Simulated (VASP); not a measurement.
# BaTe (P6_3/mmc) in VASP: further runs, part 2 of 2

VASP 6.6.1. The steps go on from the part before.

### 4 Single point, PBE (volume scaled by 0.97, then relaxed in part)

INCAR reads:

```
  PREC = Accurate
  ENCUT = 520
  EDIFF = 1E-7
  ISMEAR = 0
  SIGMA = 0.02
  LREAL = False
  LASPH = True
  NELM = 80
  ALGO = Normal
  ISIF = 2
  LWAVE = False
  LCHARG = False
  GGA = PE
  NBANDS = 24
```

KPOINTS reads:

```
Automatic mesh
0
Gamma
  6 6 4
```

POSCAR reads:

```
BaTe
1.0
    4.7928087374     -0.0000000029      0.0000000000
   -2.3964043662      4.1506941235      0.0000000000
    0.0000000000      0.0000000000      8.5457255436
Ba Te
2 2
Direct
    0.6666666667      0.3333333333      0.7500000000
    0.3333333333      0.6666666667      0.2500000000
    0.0000000000      0.0000000000      0.0000000000
    0.0000000000      0.0000000000      0.5000000000
```

Potentials or basis: VASP PAW PBE potentials, release 64 (Ba_sv, Te).

Run with:

```
> cat potpaw_PBE.64/Ba_sv/POTCAR potpaw_PBE.64/Te/POTCAR > POTCAR
> mpirun -np 1 vasp_std > vasp.out
```

OUTCAR:

```text
PREC = Accurate
   ENCUT = 520
   EDIFF = 1E-7
   ISMEAR = 0
   LREAL = False
   LASPH = True
   NELM = 80
   ISIF = 2
   GGA = PE

 ion  position               nearest neighbor table
   1  0.667  0.333  0.750-   3 3.50   4 3.50   3 3.50   4 3.50   3 3.50   4 3.50
   2  0.333  0.667  0.250-   3 3.50   4 3.50   3 3.50   4 3.50   3 3.50   4 3.50
   3  0.000  0.000  0.000-   1 3.50   2 3.50   2 3.50   1 3.50   1 3.50   2 3.50
   4  0.000  0.000  0.500-   1 3.50   2 3.50   2 3.50   1 3.50   1 3.50   2 3.50

  LATTYP: Found a hexagonal cell.
 ALAT       =     4.7928087374
 C/A-ratio  =     1.7830307888

  Lattice vectors:

 A1 = (   4.7928087374,  -0.0000000029,   0.0000000000)
 A2 = (  -2.3964043662,   4.1506941235,   0.0000000000)
 A3 = (   0.0000000000,   0.0000000000,   8.5457255436)

Analysis of symmetry for initial positions (statically):
=====================================================================
 Subroutine PRICEL returns:
 Original cell was already a primitive cell.

 Routine SETGRP: Setting up the symmetry group for a
 hexagonal supercell.

[... 167 lines left out ...]
  energy without entropy =      -16.95910165  energy(sigma->0) =      -16.95910165

 E-fermi :   2.9215     XC(G=0):  -8.2534

 val. band max:        2.7879259283   @ k =   0.0000   0.0000   0.0000
 cond. band min:       4.0524285562   @ k =   0.5000  -0.0000   0.0000
 fundamental gap:      1.2645026279
 Fermi energy:         2.9214999007

 k-point     1 :       0.0000    0.0000    0.0000
  band No.  band energies     occupation
      1     -24.6784      2.00000
      2     -24.6688      2.00000
      3     -10.2206      2.00000
      4      -9.8400      2.00000
      5      -9.8400      2.00000
      6      -9.8356      2.00000
[... 556 lines left out ...]
     23       7.6897      0.00000
     24       7.6897      0.00000

------------------------ aborting loop because EDIFF is reached ----------------------------------------

  FORCE on cell =-STRESS in cart. coord.  units (eV):
  Direction    XX          YY          ZZ          XY          YZ          ZX
  --------------------------------------------------------------------------------------
  -------------------------------------------------------------------------------------
  Total        1.2991754      1.2991754      1.3384232     -0.0000000     -0.0000000      0.0000000
  in kB       12.2438673     12.2438673     12.6137513     -0.0000000     -0.0000000      0.0000000
  external PRESSURE =      12.3671620 kB  Pullay stress =       0.0000000 kB

 VOLUME and BASIS-vectors are now :
 -----------------------------------------------------------------------------
  energy-cutoff  :      520.00
  volume of cell :      170.00
      direct lattice vectors                 reciprocal lattice vectors
     4.792808737 -0.000000003  0.000000000     0.208645922  0.120461779  0.000000000
    -2.396404366  4.150694124  0.000000000     0.000000000  0.240923559  0.000000000
     0.000000000  0.000000000  8.545725544     0.000000000  0.000000000  0.117017566

 POSITION                                       TOTAL-FORCE (eV/Angst)
 -----------------------------------------------------------------------------------
      2.39640      1.38356      6.40929        -0.000000      0.000000      0.000000
      0.00000      2.76713      2.13643         0.000000     -0.000000      0.000000
      0.00000      0.00000      0.00000        -0.000000      0.000000      0.000000
      0.00000      0.00000      4.27286         0.000000      0.000000      0.000000
 -----------------------------------------------------------------------------------
    total drift:                               -0.000000      0.000000     -0.000000

  FREE ENERGIE OF THE ION-ELECTRON SYSTEM (eV)
  ---------------------------------------------------
  free  energy   TOTEN  =       -16.9591016455 eV

  energy  without entropy=      -16.9591016455  energy(sigma->0) =      -16.95910165
```

stdout:

```text
POSCAR found type information on POSCAR BaTe
 POSCAR found :  2 types and       4 ions
 scaLAPACK will be used
 LDA part: xc-table for (Slater+PW92), standard interpolation
 POSCAR, INCAR and KPOINTS ok, starting setup
 FFT: planning ... GRIDC
 FFT: planning ... GRID_SOFT
 FFT: planning ... GRID
 WAVECAR not read
 entering main loop
```

Run time: 2.9 min. Hardware: 1 thread of Oxide Virtual Turin-like, shared host; peak memory 0.27 GiB.

What came out:

* Free energy: -16.9591 eV
* Pressure: 1.2 GPa
* Band gap on the k mesh: 1.26 eV, indirect (least direct gap 1.61 eV)

Caveat: spin-orbit coupling is left out, which moves the levels of the heavy elements. A k mesh can miss the band edges.

### 5 Single point, PBE

This run uses another cell than the first one: it holds 4 atoms, not 8.

INCAR reads:

```
PREC = Accurate
ENCUT = 520
EDIFF = 1E-6
ISMEAR = 0
SIGMA = 0.02
LREAL = False
LASPH = True
NELM = 80
ALGO = Normal
ISIF = 2
LWAVE = False
LCHARG = False
GGA = PE
NBANDS = 24
```

KPOINTS reads:

```
regular mesh
0
Gamma
  6 6 4
```

POSCAR reads:

```
BaTe
1.0
    4.8490244230     -0.0000000029      0.0000000000
   -2.4245122090      4.1993783353      0.0000000000
    0.0000000000      0.0000000000      8.6069377145
Ba Te
2 2
Direct
    0.6666666667      0.3333333333      0.7500000000
    0.3333333333      0.6666666667      0.2500000000
    0.0000000000      0.0000000000      0.0000000000
    0.0000000000      0.0000000000      0.5000000000
```

Run with:

```
> cat potpaw_PBE.64/Ba_sv/POTCAR potpaw_PBE.64/Te/POTCAR > POTCAR
> mpirun -np 1 vasp_std > vasp.out
```

It took 2.6 min on 1 thread of Oxide Virtual Turin-like, shared host; peak memory 0.28 GiB.

The run converged. Its results:

| Item | Value |
| --- | --- |
| Free energy | -16.9842 eV |
| Pressure | 0.3 GPa |
| Band gap on the k mesh | 1.31 eV, indirect (least direct gap 1.63 eV) |

Levels at points of the mesh, in eV from the valence-band top:
| k point | band 13 | band 14 | band 15 | band 16 | band 17 | band 18 | band 19 | band 20 |
| --- | --- | --- | --- | --- | --- | --- | --- | --- |
| (0.00, 0.00, 0.00) | -0.97 | -0.66 | -0.66 | 0.00 | 2.00 | 2.22 | 2.66 | 2.66 |
| (0.50, 0.00, 0.00) | -1.69 | -1.32 | -0.72 | -0.32 | 1.31 | 3.22 | 3.53 | 4.05 |
| (0.00, 0.00, 0.50) | -0.84 | -0.84 | -0.84 | -0.84 | 2.98 | 2.98 | 3.49 | 3.49 |
| (0.50, 0.00, 0.50) | -1.44 | -1.44 | -1.04 | -1.04 | 2.14 | 2.14 | 4.39 | 4.39 |

Caveat: spin-orbit coupling is left out, which moves the levels of the heavy elements.

### 6 Summary

| cell | k mesh | smearing | gap on the mesh (eV) | pressure (GPa) |
| --- | --- | --- | --- | --- |
| a = 4.849, b = 4.849, c = 17.214 Å, angles 90.0, 90.0, 120.0°, 8 atoms | 3 × 3 × 1 | gaussian 0.1 eV | 1.45 | 0.4 |
| a = 4.908, b = 4.908, c = 9.214 Å, angles 90.0, 90.0, 120.0°, 4 atoms | 6 × 6 × 2 | gaussian 0.1 eV | 1.67 | -2.0 |
| a = 4.793, b = 4.793, c = 8.546 Å, angles 90.0, 90.0, 120.0°, 4 atoms | 6 × 6 × 4 | gaussian 0.02 eV | 1.26 | 1.2 |
| a = 4.849, b = 4.849, c = 8.607 Å, angles 90.0, 90.0, 120.0°, 4 atoms | 6 × 6 × 4 | gaussian 0.02 eV | 1.31 | 0.3 |

Alike in all rows: task single point; level PBE; potentials or basis VASP PAW PBE potentials, release 64 (Ba_sv, Te); no spin polarisation; cutoff (eV) 520.

Caveats: some runs use coarse meshes; spin-orbit coupling is left out, which moves the levels of the heavy elements.

Absolute energies hang on the potentials; compare differences alone.
